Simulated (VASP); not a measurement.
Here is a VASP 6.6.1 calculation.

INCAR

```
PREC = Accurate ; ENCUT = 600
EDIFF = 1E-6 ; ISMEAR = -1
SIGMA = 0.1 ; LREAL = False
LASPH = True ; NELM = 60
ALGO = Normal ; ISIF = 3
LWAVE = False ; LCHARG = False
GGA = CA ; IBRION = 2
NSW = 80 ; EDIFFG = -0.02
PSTRESS = 10.0
```

The input KPOINTS:

```
regular mesh
0
Gamma
  15 15 15
```

POSCAR

```
Cu
1.0
   -1.4427933200      1.4427933200      1.3760814500
    1.4427933200     -1.4427933200      1.3760814500
    1.4427933200      1.4427933200     -1.3760814500
Cu
1
Direct
    0.0000000000      0.0000000000      0.0000000000
```

Potentials or basis: VASP PAW LDA potentials, release 64 (Cu).

Launch:

```sh
$ cat potpaw_LDA.64/Cu/POTCAR > POTCAR
$ mpirun -np 1 vasp_std > vasp.out
```

(1) Estimate the relaxed volume.

(2) Estimate the relaxed cell.

(3) Estimate the space group after relaxing (to 0.05 Å).

## Answers

(1) 10.93 Å³/atom.

(2) a = 2.423 Å, b = 2.423 Å, c = 2.423 Å, α = 108.19°, β = 108.19°, γ = 112.06°.

(3) I4/mmm (No. 139).

Caveat: the cell is relaxed towards a set pressure, so the enthalpy falls and the energy may rise.
